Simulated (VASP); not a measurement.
Crystal: La3AlBi.

```
CELL_PARAMETERS angstrom
6.03000 0.00000 0.00000
0.00000 6.03000 0.00000
0.00000 0.00000 6.03000
ATOMIC_POSITIONS crystal
Al 0.00000 0.00000 0.00000
Bi 0.50000 0.50000 0.50000
La 0.50000 0.50000 0.00000
La 0.00000 0.50000 0.50000
La 0.50000 0.00000 0.50000
```

- Program: VASP 6.6.1
- Task: relaxation of cell and atoms
- Functional: LDA
- Potentials or basis: VASP PAW LDA potentials, release 64 (Al, Bi_d, La)
- Cutoff: 600 eV
- k mesh: 5 × 5 × 5
- Occupations: gaussian, width 0.05 eV
- Spin: no spin polarisation

At the start: pressure -1.6 GPa; volume 43.85 Å³/atom.

Question: Where does the relaxation end?

Answer: Over 3 steps the energy falls by 10.1 meV/atom and the volume is 41.94 Å³/atom (-4.4 %); space group Pm-3m (No. 221, to 0.1 Å) before and after.

The path:
| step | energy change (eV) | largest force (eV/Å) | pressure (GPa) | volume (Å³) |
| --- | --- | --- | --- | --- |
| 1 | 0.0000 | 0.0000 | -1.63 | 219.26 |
| 2 | -0.0394 | 0.0000 | 0.86 | 205.40 |
| 3 | -0.0507 | 0.0000 | 0.00 | 209.68 |

Final structure:
```
CELL_PARAMETERS angstrom
5.94086 0.00000 0.00000
0.00000 5.94086 0.00000
0.00000 0.00000 5.94086
ATOMIC_POSITIONS crystal
Al 0.00000 0.00000 0.00000
Bi 0.50000 0.50000 0.50000
La 0.50000 0.50000 0.00000
La 0.00000 0.50000 0.50000
La 0.50000 0.00000 0.50000
```
